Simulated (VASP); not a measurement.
Here is a VASP 6.6.1 calculation.

The input INCAR:

```
SYSTEM = BP
  PREC = Accurate
  ENCUT = 520
  EDIFF = 1E-6
  ISMEAR = 0
  SIGMA = 0.02
  LREAL = .False.
  LASPH = .True.
  NELM = 60
  ALGO = Normal
  ISIF = 2
  LWAVE = .False.
  LCHARG = .False.
  GGA = PS
  NBANDS = 16
```

Contents of KPOINTS:

```
Automatic mesh
0
Gamma
  8 8 6
  0 0 0
```

POSCAR

```
BP
1.0
    2.2346746229      2.2346746229      0.0000000000
   -2.2346746229      2.2346746229      0.0000000000
    0.0000000000      0.0000000000      4.7236105810
B P
2 2
Direct
    0.0000000000      0.0000000000      0.0000000000
    0.5000000000      0.5000000000      0.5000000000
    0.5000000000      0.0000000000      0.7500000000
    0.0000000000      0.5000000000      0.2500000000
```

Potentials or basis: VASP PAW PBE potentials, release 64 (B, P).

The run is started by

```bash
$ cat potpaw_PBE.64/B/POTCAR potpaw_PBE.64/P/POTCAR > POTCAR
$ mpirun -np 1 vasp_std > vasp.out
```

(1) Predict the pressure.

(2) Estimate the band gap on the k mesh.

## Answers

(1) -3.4 GPa.

(2) 0.76 eV.

Caveat: the cell differs from its parent crystal (uniaxial strain along c: +4.5 %); the PAW data sets were made with another functional, which shifts forces and pressure a little.
